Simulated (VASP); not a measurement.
Here is a VASP 6.6.1 calculation.

The input INCAR:

```
SYSTEM = Si3Sn
ALGO     = Normal         ! electronic algorithm
EDIFF    = 1E-6           ! SCF threshold, eV
ENCUT    = 520            ! plane-wave cutoff, eV
GGA      = PE             ! functional
ISIF     = 2              ! what is computed and relaxed
ISMEAR   = -1             ! smearing method
LASPH    = .TRUE.         ! aspherical terms in the spheres
LCHARG   = .FALSE.        ! write CHGCAR
LREAL    = .FALSE.        ! projectors in reciprocal space
LWAVE    = .FALSE.        ! write WAVECAR
NBANDS   = 21             ! bands
NELM     = 100            ! most SCF steps
PREC     = Accurate       ! precision mode
SIGMA    = 0.02           ! smearing width, eV
```

File KPOINTS:

```
k-points
0
G
  8 8 8
  0 0 0
```

POSCAR

```
Si3Sn
1.0
    2.0239181890      1.1685097112      6.6336726427
   -2.0239181890      1.1685097112      6.6336726427
    0.0000000000     -2.3370194224      6.6336726428
Si Sn
3 1
Direct
    1.0061337068      0.0061337068      0.0061337068
    0.4931881578      0.4931881578      0.4931881578
    0.3753444186      0.3753444186      0.3753444186
    0.8753337168      0.8753337168      0.8753337168
```

Potentials or basis: VASP PAW PBE potentials, release 64 (Si, Sn_d).

The run is started by

```console
$ cat potpaw_PBE.64/Si/POTCAR potpaw_PBE.64/Sn_d/POTCAR > POTCAR
$ mpirun -np 1 vasp_std > vasp.out
```

Question: What does it give for the largest force?

Answer: 0.068 eV/Å.

Question: Estimate the pressure.

Answer: 1.4 GPa.

Forces in eV/Å, atoms in the order of the input:
```
Si   0.000  0.000  0.057
Si   0.000  0.000 -0.068
Si   0.000  0.000 -0.032
Sn   0.000  0.000  0.043
```
